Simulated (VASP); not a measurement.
**CuAu: single point with PBE**

CuAu:

```xyz
6
Lattice="5.1904 0.0000 0.0000 -2.5952 4.4950 0.0000 0.0000 0.0000 4.3780" Properties=species:S:1:pos:R:3 pbc="T T T"
Cu    2.5952    0.0000    0.0000
Cu    1.2976    2.2475    0.0000
Cu   -1.2976    2.2475    0.0000
Au    0.0000    0.0000    0.0000
Au    0.0000    2.9967    2.1890
Au    2.5952    1.4983    2.1890
```

```yaml
Program: VASP 6.6.1
Task: single point
Functional: PBE
Potentials_or_basis: VASP PAW PBE potentials, release 64 (Cu, Au)
Cutoff: 520 eV
k_mesh: 12 × 12 × 8
Occupations: gaussian, width 0.1 eV
Spin: no spin polarisation
Dipole_correction: no
Further_INCAR_settings: ALGO = Fast; EDIFF = 1e-06; NBANDS = 42
```

```
Pressure               : 0.1 GPa
Band gap on the k mesh : zero (band 33 reaches 7.11 eV, above the bottom of band 34 at 5.59 eV)
```

Levels at points of the mesh, in eV from the Fermi level:
```tsv
k point	band 30	band 31	band 32	band 33	band 34	band 35	band 36	band 37
(0.00, 0.00, 0.00)	-1.21	-1.21	0.45	0.71	1.49	1.49	2.08	3.05
(0.50, 0.00, 0.00)	-1.89	-1.73	-1.32	-0.02	0.57	3.71	4.83	4.95
(0.00, 0.00, 0.50)	-1.39	-1.10	-1.10	0.08	2.23	2.23	3.31	3.31
(0.50, 0.00, 0.50)	-1.73	-1.40	-1.22	-1.08	-0.76	1.21	2.57	2.61
```

It took 25 min on 1 thread of AMD EPYC 7R13, on a shared host, peak memory 0.43 GiB.

Caveat: spin-orbit coupling is left out, which moves the levels of the heavy elements.
